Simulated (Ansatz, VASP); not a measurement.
# Cu in VASP and in Ansatz

File INCAR:

```
PREC = Accurate
ENCUT = 520
EDIFF = 1E-6
ISMEAR = -1
SIGMA = 0.1
LREAL = False
LASPH = True
NELM = 100
ALGO = Normal
ISIF = 2
LWAVE = False
LCHARG = False
GGA = PE
NBANDS = 12
```

Contents of KPOINTS:

```
Automatic mesh
0
Gamma
  18 18 18
```

POSCAR

```
Cu
1.0
   -1.3824120072      1.3824120072      1.3824120072
    1.3824120072     -1.3824120072      1.3824120072
    1.3824120072      1.3824120072     -1.3824120072
Cu
1
Direct
    0.0000000000      0.0000000000      0.0000000000
```

Input for Ansatz:

```yaml
crystal:
  lattice:
    - [-1.3824120072, 1.3824120072, 1.3824120072]
    - [1.3824120072, -1.3824120072, 1.3824120072]
    - [1.3824120072, 1.3824120072, -1.3824120072]
  atoms:
    - { symbol: Cu, position: [0.0, 0.0, 0.0] }
kpoints:
  mp_grid: { grid: [18, 18, 18] }
scf:
  occupations: { method: fermi_dirac, width: 0.1 }
hamiltonian:
  xc: pbe
  pseudopotentials: { kind: paw }
output:
  forces: true
  stress: true
  eigenvalues: true
  populations: true
```

Change from the starting cell: volume scaled by 0.88, PAW files.

Alike in both runs: task single point; functional PBE; k mesh 18 × 18 × 18; occupations fermi-dirac, width 0.1 eV; no spin polarisation.

|  | VASP | Ansatz |
| --- | --- | --- |
| version | VASP 6.6.1 | Ansatz 0.2.0 |
| potentials or method | VASP PAW PBE potentials, release 64 (Cu) | PAW with Ansatz's default frozen-core files, scalar-relativistic |
| plane-wave cutoff (eV) | 520 | 420 |
| valence electrons in the cell | 11 | 19 |

```tsv
	VASP	Ansatz	Ansatz less VASP
pressure (GPa)	25.0	24.4	-0.56
```

The functional is the same, so the differences come from potentials, cutoffs and numerics. VASP's potentials hold 11 valence electrons a cell and Ansatz's 19, so a difference there can come from the potentials and not from the codes.
